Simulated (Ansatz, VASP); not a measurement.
**One calculation of SnSe2, two programs**

File INCAR:

```
ALGO = Normal ; EDIFF = 1E-6
ENCUT = 500 ; GGA = PE
GGA_COMPAT = False ; ISIF = 2
ISMEAR = -1 ; LASPH = True
LCHARG = False ; LREAL = False
LWAVE = False ; NBANDS = 20
NELM = 120 ; PREC = Accurate
SIGMA = 0.02
```

The input KPOINTS:

```
k-points
0
Gamma
  4 4 2
```

Contents of POSCAR:

```
SnSe2
1.0
    3.8110000000      0.0000000000      0.0000000000
   -1.9055000000      3.3004228138      0.0000000000
    0.0000000000      0.0000000000      6.1360000000
Sn Se
1 2
Direct
    0.0000000000      0.0000000000      0.0000000000
    0.6666666667      0.3333333333      0.7510000000
    0.3333333333      0.6666666667      0.2490000000
```

input.yaml

```yaml
crystal:
  lattice:
    - [3.811, 0.0, 0.0]
    - [-1.9055, 3.3004228138, 0.0]
    - [0.0, 0.0, 6.136]
  atoms:
    - { symbol: Sn, position: [0.0, 0.0, 0.0] }
    - { symbol: Se, position: [0.6666666667, 0.3333333333, 0.751] }
    - { symbol: Se, position: [0.3333333333, 0.6666666667, 0.249] }
kpoints:
  mp_grid: { grid: [4, 4, 2] }
scf:
  occupations: { method: fermi_dirac, width: 0.02 }
hamiltonian:
  xc: pbe
  pseudopotentials: { kind: all_electron, lapw: { basis_error: 0.003 } }
output:
  forces: true
  stress: true
  eigenvalues: true
```

Alike in both runs: task single point; functional PBE; k mesh 4 × 4 × 2; occupations fermi-dirac, width 0.02 eV; no spin polarisation.

|  | VASP | Ansatz |
| --- | --- | --- |
| version | VASP 6.6.1 | Ansatz 0.2.0 |
| potentials or method | VASP PAW PBE potentials, release 64 (Sn_d, Se), cutoff 500 eV | all-electron LAPW, scalar-relativistic |

Ansatz gave:

* gap on the k mesh at the Fermi level (eV): 0.88
* least direct gap on the mesh (eV): 1.10
* pressure (GPa): 5.9
* rms of the force components (eV/Å): 0.349

Q: What did VASP give for the same quantities?

A: gap on the k mesh at the Fermi level (eV): 0.87; least direct gap on the mesh (eV): 1.09; pressure (GPa): 6.0; rms of the force components (eV/Å): 0.358.

Atom by atom the forces differ by 0.009 eV/Å (rms over components). Ansatz ran all-electron here, and VASP with PAW potentials.

The k mesh is coarse, so the values compare programs but aren't converged.
